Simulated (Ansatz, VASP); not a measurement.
One calculation of Si4O7, two programs

```
Si O
1.0
     5.02807    0.00000    0.00000
     0.00000    5.02807    0.00000
     0.00000    0.00000    7.00887
Si O
4 7
Direct
  0.29807 0.29807 0.00000
  0.20193 0.79807 0.25000
  0.70193 0.70193 0.50000
  0.79807 0.20193 0.75000
  0.39805 0.73956 0.42838
  0.76044 0.89805 0.67838
  0.60195 0.26044 0.92838
  0.73956 0.39805 0.57162
  0.89805 0.76044 0.32162
  0.24666 0.42733 0.14210
  0.10195 0.23956 0.82162
```

Change from the starting cell: O vacancy; atom 10 moved 0.375 of the way to it and +0.225 Å across, host rigid.

Alike in both runs: task single point; functional PBEsol; k mesh 4 × 4 × 4; occupations gaussian, width 0.05 eV; no spin polarisation.

|  | VASP | Ansatz |
| --- | --- | --- |
| version | VASP 6.6.1 | Ansatz 0.2.0 |
| potentials or method | VASP PAW PBE potentials, release 64 (Si, O), cutoff 520 eV | scalar-relativistic, plane waves, PAW |
| valence electrons in the cell | 58 | 58 |

```tsv
	VASP	Ansatz	Ansatz less VASP
gap on the k mesh at the Fermi level (eV)	3.18	3.18	+0.002
least direct gap on the mesh (eV)	3.21	3.22	+0.003
pressure (GPa)	14.4	14.7	+0.37
traceless stress, the component that is largest in VASP (GPa)	20.27	21.03	+0.769
rms of the force components (eV/Å)	9.864	10.275	+0.4111
```

VASP's potentials were made for PBE, not for PBEsol, and Ansatz warns of the same on its side. Atom by atom the forces differ by 0.416 eV/Å (rms over components).
